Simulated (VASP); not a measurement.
The system is SiO2.

```xyz
6
Lattice="4.1773 0.0000 0.0000 0.0000 4.1773 0.0000 0.0000 0.0000 2.6652" Properties=species:S:1:pos:R:3 pbc="T T T"
Si    0.0000    0.0000    0.0000
Si    2.0886    2.0886    1.3326
O     1.2778    1.2778    0.0000
O     0.8108    3.3665    1.3326
O     2.8995    2.8995    0.0000
O     3.3665    0.8108    1.3326
```

- Program: VASP 6.6.1
- Task: relaxation of cell and atoms
- Functional: PBE
- Dispersion: D4
- Potentials or basis: VASP PAW PBE potentials, release 64 (Si, O)
- Cutoff: 600 eV
- k mesh: 5 × 5 × 7
- Occupations: fermi-dirac, width 0.01 eV
- Spin: no spin polarisation

At the start: pressure 5.8 GPa; volume 7.75 Å³/atom.

Problem. How do energy, volume and symmetry change on relaxing?

Solution. Over 5 steps the energy falls by 2.5 meV/atom and the volume is 7.89 Å³/atom (+1.8 %); space group P4_2/mnm (No. 136, to 0.1 Å) before and after.

Step by step:
```tsv
step	energy change (eV)	largest force (eV/Å)	pressure (GPa)	volume (Å³)
1	0.0000	0.0963	5.79	46.51
2	0.0131	0.2704	-7.20	48.42
3	-0.0148	0.0675	0.05	47.30
4	-0.0148	0.0643	0.16	47.28
5	-0.0151	0.0202	0.08	47.33
```

Final structure:
```
CELL_PARAMETERS angstrom
4.19810 0.00000 0.00000
0.00000 4.19810 0.00000
0.00000 0.00000 2.68544
ATOMIC_POSITIONS crystal
Si 0.00000 0.00000 0.00000
Si 0.50000 0.50000 0.50000
O 0.30604 0.30604 0.00000
O 0.19396 0.80604 0.50000
O 0.69397 0.69397 0.00000
O 0.80604 0.19396 0.50000
```

Caveat: the relaxation stopped at a loose force limit of 0.05 eV/Å, so its end isn't a converged minimum.
